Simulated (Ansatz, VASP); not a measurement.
Two plane-wave programs on Si

```
Si
1.0
     0.00000    2.99599    2.49745
     2.99599    0.00000    2.49745
     2.99599    2.99599    0.00000
Si
2
Direct
  0.50000 0.50000 0.50000
  0.75000 0.75000 0.75000
```

Alike in both runs: task single point; functional PBE; k mesh 10 × 10 × 10; occupations gaussian, width 0.05 eV; no spin polarisation.

```csv
,VASP,Ansatz
version,VASP 6.6.1,Ansatz 0.2.0
potentials or method,"VASP PAW PBE potentials, release 64 (Si), cutoff 520 eV","scalar-relativistic, plane waves, PAW"
valence electrons in the cell,8,8
```

|  | VASP | Ansatz | Ansatz less VASP |
| --- | --- | --- | --- |
| gap on the k mesh at the Fermi level (eV) | none | none | - |
| pressure (GPa) | -7.4 | -7.4 | +0.04 |
| traceless stress, the component that is largest in VASP (GPa) | 7.80 | 7.78 | -0.018 |

A gap of «none» marks a metal or a gap that the smearing closes.
